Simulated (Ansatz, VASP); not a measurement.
Two plane-wave programs on PbO2

```xyz
12
Lattice="11.2963 0.0000 0.0000 0.0000 3.0022 2.5981 0.0000 -3.0022 2.5981" Properties=species:S:1:pos:R:3 pbc="T T T"
Pb   10.2585    1.2805    2.2839
Pb    4.6103   -1.2805    2.2839
Pb    6.6860    1.2805    2.2839
Pb    1.0378   -1.2805    2.2839
O     0.0000    0.0000    3.8724
O     6.7437   -0.7617    1.5896
O     2.8241   -1.9786    1.5114
O     4.5526    0.7617    1.5896
O     8.4722    1.9786    1.5114
O     1.0956    0.7617    1.5896
O     5.6481    0.0000    3.8724
O    10.2007   -0.7617    1.5896
```

Alike in both runs: functional LDA; k mesh 4 × 10 × 10; occupations gaussian, width 0.1 eV; no spin polarisation.

Ansatz relaxed the structure, and its values are those at the end. VASP's run is a single point on that final structure, the one shown.

|  | VASP | Ansatz |
| --- | --- | --- |
| version | VASP 6.6.1 | Ansatz 0.2.0 |
| potentials or method | VASP PAW LDA potentials, release 64 (Pb_d, O), cutoff 520 eV | scalar-relativistic, plane waves, PAW |
| valence electrons in the cell | 104 | 104 |

VASP gave:

```
gap on the k mesh at the Fermi level (eV) : none
pressure (GPa)                            : 0.4
rms of the force components (eV/Å)        : 0.015
```

Problem. What did Ansatz give for the same quantities?

Solution. gap on the k mesh at the Fermi level (eV): none; pressure (GPa): 0.0; rms of the force components (eV/Å): 0.002.

LDA's correlation is that of Perdew and Zunger in VASP and of Perdew and Wang (1992) in Ansatz. A gap of «none» marks a metal or a gap that the smearing closes.

Neither program's run includes spin-orbit coupling.
